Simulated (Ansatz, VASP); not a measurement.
## Two plane-wave programs on TaN

```
Ta N
1.0
     2.93800    0.00000    0.00000
    -1.46900    2.54438    0.00000
     0.00000    0.00000    2.88300
Ta N
1 1
Direct
  0.33333 0.66667 0.50000
  0.00000 0.00000 0.00000
```

Alike in both runs: task single point; functional LDA; k mesh 10 × 10 × 9; occupations fermi-dirac, width 0.05 eV; no spin polarisation.

```csv
,VASP,Ansatz
version,VASP 6.6.1,Ansatz 0.2.0
potentials or method,"VASP PAW LDA potentials, release 64 (Ta_sv_GW, N)","plane waves, PAW"
plane-wave cutoff (eV),700,420
valence electrons in the cell,18,18
```

```csv
,VASP,Ansatz,Ansatz less VASP
gap on the k mesh at the Fermi level (eV),none,none,-
pressure (GPa),-10.6,-11.6,-1.00
"traceless stress, the component that is largest in VASP (GPa)",-0.99,-1.07,-0.077
```

LDA's correlation is that of Perdew and Zunger in VASP and of Perdew and Wang (1992) in Ansatz. A gap of «none» marks a metal or a gap that the smearing closes.

Neither program's run includes spin-orbit coupling.
